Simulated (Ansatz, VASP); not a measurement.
Rb: VASP beside Ansatz

```xyz
3
Lattice="8.1894 0.0000 0.0000 -4.0947 7.0922 0.0000 0.0000 0.0000 4.9240" Properties=species:S:1:pos:R:3 pbc="T T T"
Rb    0.0000    0.0000    0.0000
Rb    0.0000    4.7281    2.4620
Rb    4.0947    2.3641    2.4620
```

Alike in both runs: functional r2SCAN; k mesh 6 × 6 × 10; occupations gaussian, width 0.1 eV; no spin polarisation.

Ansatz relaxed the structure, and its values are those at the end. VASP's run is a single point on that final structure, the one shown.

|  | VASP | Ansatz |
| --- | --- | --- |
| version | VASP 6.6.1 | Ansatz 0.2.0 |
| potentials or method | VASP PAW PBE potentials, release 64 (Rb_sv), cutoff 520 eV | scalar-relativistic, plane waves, PAW |
| valence electrons in the cell | 27 | 27 |

|  | VASP | Ansatz | Ansatz less VASP |
| --- | --- | --- | --- |
| gap on the k mesh at the Fermi level (eV) | none | none | - |
| pressure (GPa) | 0.0 | 0.0 | 0.00 |

VASP's potentials were made for PBE, not for r2SCAN. A gap of «none» marks a metal or a gap that the smearing closes.
